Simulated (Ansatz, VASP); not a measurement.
One calculation of Cu, two programs

INCAR

```
ALGO     = Fast           # electronic algorithm
EDIFF    = 1E-6           # SCF threshold, eV
ENCUT    = 520            # plane-wave cutoff, eV
GGA      = PS             # functional
ISIF     = 2              # what is computed and relaxed
ISMEAR   = 0              # smearing method
LASPH    = T              # aspherical terms in the spheres
LCHARG   = F              # write CHGCAR
LREAL    = F              # projectors in reciprocal space
LWAVE    = F              # write WAVECAR
NBANDS   = 12             # bands
NELM     = 100            # most SCF steps
PREC     = Accurate       # precision mode
SIGMA    = 0.15           # smearing width, eV
```

KPOINTS

```
k-points
0
Gamma
  32 32 32
```

File POSCAR:

```
Cu
1.0
    0.0000000000      1.9999756051      1.4139827528
    1.9999756051      0.0000000000      1.4139827528
    1.9999756051      1.9999756051      0.0000000000
Cu
1
Direct
    0.0000000000      0.0000000000      0.0000000000
```

Input for Ansatz:

```yaml
crystal:
  lattice:
    - [0.0, 1.9999756051, 1.4139827528]
    - [1.9999756051, 0.0, 1.4139827528]
    - [1.9999756051, 1.9999756051, 0.0]
  atoms:
    - { symbol: Cu, position: [0.0, 0.0, 0.0] }
basis:
  ecutwfc: 420
kpoints:
  mp_grid: { grid: [32, 32, 32] }
hamiltonian:
  xc: pbesol
scf:
  occupations: { method: gaussian, width: 0.15 }
output:
  forces: true
  stress: true
  eigenvalues: true
  write_density: true
  write_potential: true
  elf: true
  volumetric_format: npy
```

Alike in both runs: task single point; functional PBEsol; k mesh 32 × 32 × 32; occupations gaussian, width 0.15 eV; no spin polarisation.

```csv
,VASP,Ansatz
version,VASP 6.6.1,Ansatz 0.2.0
potentials or method,"VASP PAW PBE potentials, release 64 (Cu), cutoff 520 eV","scalar-relativistic, plane waves, PAW"
valence electrons in the cell,11,19
```

|  | VASP | Ansatz | Ansatz less VASP |
| --- | --- | --- | --- |
| gap on the k mesh at the Fermi level (eV) | none | none | - |
| pressure (GPa) | 1.6 | 0.7 | -0.94 |

VASP's potentials were made for PBE, not for PBEsol. A gap of «none» marks a metal or a gap that the smearing closes. VASP's potentials hold 11 valence electrons a cell and Ansatz's 19, so a difference there can come from the potentials and not from the codes.
